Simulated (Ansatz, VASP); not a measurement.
LuTl3 in VASP and in Ansatz

```
CELL_PARAMETERS angstrom
4.63744 0.00000 0.00000
0.00000 4.63744 0.00000
0.00000 0.00000 4.63744
ATOMIC_POSITIONS crystal
Lu 0.00000 0.00000 0.00000
Tl 0.00000 0.50000 0.50000
Tl 0.50000 0.00000 0.50000
Tl 0.50000 0.50000 0.00000
```

Change from the starting cell: volume scaled by 0.99.

Alike in both runs: task single point; functional PBEsol; k mesh 7 × 7 × 7; occupations fermi-dirac, width 0.08 eV; no spin polarisation.

|  | VASP | Ansatz |
| --- | --- | --- |
| version | VASP 6.6.1 | Ansatz 0.2.0 |
| potentials or method | VASP PAW PBE potentials, release 64 (Lu, Tl_d), cutoff 520 eV | all-electron LAPW, scalar-relativistic |

|  | VASP | Ansatz | Ansatz less VASP |
| --- | --- | --- | --- |
| pressure (GPa) | 0.2 | 0.3 | +0.03 |

VASP's potentials were made for PBE, not for PBEsol. Ansatz ran all-electron here, and VASP with PAW potentials.

Spin-orbit coupling is off throughout.
